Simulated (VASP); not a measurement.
Wanted: the native input for a VASP 6.6.1 run.

- Task: single point
- Functional: revPBE
- Potentials or basis: VASP PAW PBE potentials, release 64 (Ni)
- Cutoff: 600 eV
- k mesh: 15 × 15 × 15
- Occupations: fermi-dirac, width 0.1 eV
- Spin: no spin polarisation
- Dipole correction: no
- Further INCAR settings: ALGO = Normal; EDIFF = 1e-06; NBANDS = 11

The structure of Ni lies in POSCAR:

```
Ni
1.0
    2.4056276361      0.0000000000      0.0000000000
    0.0000000000      2.4056276361      0.0000000000
    0.0000000000      0.0000000000      2.4056276361
Ni
1
Direct
    0.0000000000      0.0000000000      0.0000000000
```

This isn't the form of Ni at room conditions, which is fcc.

These files were run (other wordings do the same):

INCAR

```
PREC = Accurate
ENCUT = 600
EDIFF = 1E-6
ISMEAR = -1
SIGMA = 0.1
LREAL = F
LASPH = T
NELM = 120
ALGO = Normal
ISIF = 2
LWAVE = F
LCHARG = F
GGA = RE
NBANDS = 11
GGA_COMPAT = F
```

KPOINTS

```
regular mesh
0
Gamma
  15 15 15
```

Potentials or basis: VASP PAW PBE potentials, release 64 (Ni).

Launch:

```console
$ cat potpaw_PBE.64/Ni/POTCAR > POTCAR
$ mpirun -np 1 vasp_std > vasp.out
```

Results of the run:

```json
{
  "Pressure": "-8.5 GPa",
  "Band gap on the k mesh": "zero (bands 5 and 6 overlap by 1.00 eV)"
}
```

Caveat: the cell stands under tension; the PAW data sets were made with another functional, which shifts forces and pressure a little; the run has no spin polarisation, though such a crystal can be magnetic.

It took 9 s on 1 thread of Intel(R) Xeon(R) Platinum 8488C (Sapphire Rapids) (shared host), peak memory 0.14 GiB.
